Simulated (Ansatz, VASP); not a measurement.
# One calculation of LiNbO3, two programs

File INCAR:

```
SYSTEM = LiNbO3
  PREC = Accurate
  ENCUT = 520
  EDIFF = 1E-6
  ISMEAR = 0
  SIGMA = 0.1
  LREAL = .False.
  LASPH = .True.
  NELM = 60
  ALGO = Normal
  ISIF = 2
  LWAVE = .False.
  LCHARG = .False.
  GGA = PE
  NBANDS = 25
```

File KPOINTS:

```
Automatic mesh
0
Gamma
  6 6 6
  0 0 0
```

Contents of POSCAR:

```
LiNbO3
1.0
    3.6738667002      0.0000000000      0.0000000000
    0.0000000000      3.6738667002      0.0000000000
    0.0000000000      0.0000000000      3.6905836295
Li Nb O
1 1 3
Direct
    0.0000000000      0.0000000000      0.0000000000
    0.5000000000      0.5000000000      0.5000000000
    0.5000000000      0.5000000000      0.0000000000
    0.5000000000      0.0000000000      0.5000000000
    0.0000000000      0.5000000000      0.5000000000
```

Input for Ansatz:

```yaml
crystal:
  lattice:
    - [3.6738667002, 0.0, 0.0]
    - [0.0, 3.6738667002, 0.0]
    - [0.0, 0.0, 3.6905836295]
  atoms:
    - { symbol: Li, position: [0.0, 0.0, 0.0] }
    - { symbol: Nb, position: [0.5, 0.5, 0.5] }
    - { symbol: O, position: [0.5, 0.5, 0.0] }
    - { symbol: O, position: [0.5, 0.0, 0.5] }
    - { symbol: O, position: [0.0, 0.5, 0.5] }
basis:
  ecutwfc: 420
kpoints:
  mp_grid: { grid: [6, 6, 6] }
hamiltonian:
  xc: pbe
scf:
  occupations: { method: gaussian, width: 0.1 }
  lower_state_search: "off"
output:
  forces: true
  stress: true
  eigenvalues: true
```

Alike in both runs: task single point; functional PBE; k mesh 6 × 6 × 6; occupations gaussian, width 0.1 eV; no spin polarisation.

```csv
,VASP,Ansatz
version,VASP 6.6.1,Ansatz 0.2.0
potentials or method,"VASP PAW PBE potentials, release 64 (Li_sv, Nb_sv, O), cutoff 520 eV","scalar-relativistic, plane waves, PAW"
valence electrons in the cell,34,34
```

```tsv
	VASP	Ansatz	Ansatz less VASP
gap on the k mesh at the Fermi level (eV)	2.13	2.16	+0.033
least direct gap on the mesh (eV)	2.60	2.61	+0.010
```

The functional is the same, so the differences come from potentials, cutoffs and numerics.

Noted on VASP's run: the cutoff is under 1.25 times that of the potentials, so the pressure is a little rough.
